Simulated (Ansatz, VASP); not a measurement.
Ge5F: VASP beside Ansatz

```
Ge F
1.0
     5.08507    0.00000    0.00000
    -2.54254    4.40380    0.00000
     0.00000    0.00000    4.77366
Ge F
5 1
Cartesian
  3.4047 0.0000 2.3868
  2.5425 1.4679 0.0000
  0.8402 1.4553 2.3868
  -1.7023 2.9485 2.3868
  0.0000 2.9359 0.0000
  0.0000 0.0000 0.0000
```

Change from the starting cell: species swapped into the MgPt5 type (P-62m, No. 189).

Alike in both runs: functional PBE; k mesh 12 × 12 × 8; occupations gaussian, width 0.1 eV; no spin polarisation.

Ansatz relaxed the structure, and its values are those at the end. VASP's run is a single point on that final structure, the one shown.

```csv
,VASP,Ansatz
version,VASP 6.6.1,Ansatz 0.2.0
potentials or method,"VASP PAW PBE potentials, release 64 (Ge_d, F), cutoff 520 eV","scalar-relativistic, plane waves, PAW"
valence electrons in the cell,77,77
```

|  | VASP | Ansatz | Ansatz less VASP |
| --- | --- | --- | --- |
| gap on the k mesh at the Fermi level (eV) | none | none | - |
| pressure (GPa) | 0.0 | 0.0 | +0.03 |

A gap of «none» marks a metal or a gap that the smearing closes. With one functional, cell and mesh, what is left measures potentials, basis and numerics.
